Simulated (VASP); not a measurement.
Here is a VASP 6.6.1 calculation.

File INCAR:

```
SYSTEM = MgO
PREC     = Accurate       ! precision mode
ENCUT    = 520            ! plane-wave cutoff, eV
EDIFF    = 1E-6           ! SCF threshold, eV
ISMEAR   = 0              ! smearing method
SIGMA    = 0.05           ! smearing width, eV
LREAL    = .FALSE.        ! projectors in reciprocal space
LASPH    = .TRUE.         ! aspherical terms in the spheres
NELM     = 80             ! most SCF steps
ALGO     = Normal         ! electronic algorithm
ISIF     = 2              ! what is computed and relaxed
LWAVE    = .FALSE.        ! write WAVECAR
LCHARG   = .FALSE.        ! write CHGCAR
GGA      = PS             ! functional
NBANDS   = 11             ! bands
```

File KPOINTS:

```
regular mesh
0
G
  10 10 10
  0 0 0
```

The input POSCAR:

```
MgO
1.0
    0.0000000000      2.1351500000      2.1351500000
    2.1351500000      0.0000000000      2.1351500000
    2.1351500000      2.1351500000      0.0000000000
Mg O
1 1
Direct
    0.0000000000      0.0000000000      0.0000000000
    0.5175631689      0.5175631689      0.4824368311
```

Potentials or basis: VASP PAW PBE potentials, release 64 (Mg, O).

Command:

```console
$ cat potpaw_PBE.64/Mg/POTCAR potpaw_PBE.64/O/POTCAR > POTCAR
$ mpirun -np 1 vasp_std > vasp.out
```

Question: What does it give for the pressure?

Answer: -5.8 GPa.

Question: What does it give for the band gap on the k mesh?

Answer: 4.25 eV, direct.

Question: What does it give for the largest force?

Answer: 0.345 eV/Å.

Forces in eV/Å, atoms in the order of the input:
```
Mg   0.000  0.000  0.345
O    0.000  0.000 -0.345
```

Caveat: the cell differs from its parent crystal (all O atoms moved +0.075 Å, as atom 2 along Cartesian [0 0 1]); the PAW data sets were made with another functional, which shifts forces and pressure a little.
